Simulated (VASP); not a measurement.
Set up this calculation in VASP 6.6.1, as the native input.

- Task: single point
- Functional: PBE
- Potentials or basis: VASP PAW PBE potentials, release 64 (In_d, Ga_d, P)
- Cutoff: 520 eV
- k mesh: 4 × 4 × 1
- Occupations: gaussian, width 0.1 eV
- Spin: no spin polarisation
- Dipole correction: no
- Further INCAR settings: ALGO = Normal; EDIFF = 1e-06; NBANDS = 66

The structure of InGa5P6 lies in POSCAR:

```
InGa5P6
1.0
    3.7656394618      0.0000000000      0.0000000000
    0.0000000000      3.7656394618      0.0000000000
    0.0000000000      0.0000000000     15.2261113622
In Ga P
1 5 6
Direct
    0.0000000000      0.0000000000      0.5000000000
    0.0000000000      0.0000000000      0.8394077754
    0.5000000000      0.5000000000      0.0000000000
    0.0000000000      0.0000000000      0.1605922246
    0.5000000000      0.5000000000      0.3255285601
    0.5000000000      0.5000000000      0.6744714399
    0.0000000000      0.0000000000      0.0000000000
    0.5000000000      0.5000000000      0.1581536756
    0.0000000000      0.0000000000      0.3195907700
    0.5000000000      0.5000000000      0.5000000000
    0.0000000000      0.0000000000      0.6804092300
    0.5000000000      0.5000000000      0.8418463244
```

The input as run:

INCAR

```
ALGO = Normal
EDIFF = 1E-6
ENCUT = 520
GGA = PE
ISIF = 2
ISMEAR = 0
LASPH = True
LCHARG = True
LELF = True
LREAL = False
LVHAR = True
LWAVE = False
NBANDS = 66
NELM = 80
PREC = Accurate
SIGMA = 0.1
```

KPOINTS

```
k-points
0
Gamma
  4 4 1
```

Potentials or basis: VASP PAW PBE potentials, release 64 (In_d, Ga_d, P).

The run is started by

```console
$ cat potpaw_PBE.64/In_d/POTCAR potpaw_PBE.64/Ga_d/POTCAR potpaw_PBE.64/P/POTCAR > POTCAR
$ mpirun -np 1 vasp_std > vasp.out
```

Results of the run:

- Pressure: -0.1 GPa
- Largest force: 0.026 eV/Å
- Band gap on the k mesh: zero (bands 54 and 55 overlap by 2.00 eV)

Caveat: the k points lie up to 0.42 Å⁻¹ apart, too coarse for converged energies and pressures of a metal; spin-orbit coupling is left out, which moves the levels of the heavy elements.

Wall time 3.1 min on 1 thread of Intel(R) Xeon(R) Platinum 8259CL CPU @ 2.50GHz (Skylake/Cascade Lake), on a shared host, peak memory 0.32 GiB.
